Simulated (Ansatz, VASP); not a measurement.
**SrTiO3: VASP beside Ansatz**

INCAR

```
PREC = Accurate
ENCUT = 520
EDIFF = 1E-7
ISMEAR = 0
SIGMA = 0.05
LREAL = False
LASPH = True
NELM = 60
ALGO = Normal
ISIF = 2
LWAVE = False
LCHARG = False
GGA = PS
NBANDS = 51
```

Contents of KPOINTS:

```
Automatic mesh
0
Gamma
  6 6 6
```

POSCAR

```
SrTiO3
1.0
   -3.8911201354      0.0000000000     -3.8911201354
    0.0000000000     -3.8911201354     -3.8911201354
   -3.8911201354     -3.8911201354      0.0000000000
Sr Ti O
2 2 6
Direct
    0.0000000000      0.0000000000     -0.0008948044
    0.5000000000      0.5000000000      0.5008948044
    0.2500000000      0.2500000000      0.2500000000
    0.7500000000      0.7500000000      0.7500000000
    0.5102219297      0.0102219297      0.4897780703
   -0.0102219297      0.4897780703      0.0102219297
    0.4897780703     -0.0102219297      0.0102219297
    0.0102219297      0.5102219297      0.4897780703
    0.5000000000      0.5000000000      0.0204438594
    1.0000000000      1.0000000000      0.4795561406
```

Input for Ansatz:

```yaml
crystal:
  lattice:
    - [-3.8911201354, 0.0, -3.8911201354]
    - [0.0, -3.8911201354, -3.8911201354]
    - [-3.8911201354, -3.8911201354, 0.0]
  atoms:
    - { symbol: Sr, position: [0.0, 0.0, -0.0008948044] }
    - { symbol: Sr, position: [0.5, 0.5, 0.5008948044] }
    - { symbol: Ti, position: [0.25, 0.25, 0.25] }
    - { symbol: Ti, position: [0.75, 0.75, 0.75] }
    - { symbol: O, position: [0.5102219297, 0.0102219297, 0.4897780703] }
    - { symbol: O, position: [-0.0102219297, 0.4897780703, 0.0102219297] }
    - { symbol: O, position: [0.4897780703, -0.0102219297, 0.0102219297] }
    - { symbol: O, position: [0.0102219297, 0.5102219297, 0.4897780703] }
    - { symbol: O, position: [0.5, 0.5, 0.0204438594] }
    - { symbol: O, position: [1.0, 1.0, 0.4795561406] }
basis:
  ecutwfc: 420
kpoints:
  mp_grid: { grid: [6, 6, 6] }
hamiltonian:
  xc: pbesol
scf:
  occupations: { method: gaussian, width: 0.05 }
output:
  forces: true
  stress: true
  eigenvalues: true
```

Change from the starting cell: mode 19 (426.9 1/cm) frozen in, largest displacement +0.113 Å.

Alike in both runs: task single point; functional PBEsol; k mesh 6 × 6 × 6; occupations gaussian, width 0.05 eV; no spin polarisation.

|  | VASP | Ansatz |
| --- | --- | --- |
| version | VASP 6.6.1 | Ansatz 0.2.0 |
| potentials or method | VASP PAW PBE potentials, release 64 (Sr_sv, Ti_sv, O), cutoff 520 eV | scalar-relativistic, plane waves, PAW |
| valence electrons in the cell | 80 | 80 |

|  | VASP | Ansatz | Ansatz less VASP |
| --- | --- | --- | --- |
| gap on the k mesh at the Fermi level (eV) | 1.79 | 1.82 | +0.032 |
| least direct gap on the mesh (eV) | 1.79 | 1.82 | +0.032 |
| pressure (GPa) | 0.9 | 0.2 | -0.70 |
| traceless stress, the component that is largest in VASP (GPa) | -0.28 | -0.29 | -0.008 |
| rms of the force components (eV/Å) | 0.451 | 0.450 | -0.0004 |

VASP's potentials were made for PBE, not for PBEsol. Atom by atom the forces differ by 0.005 eV/Å (rms over components).
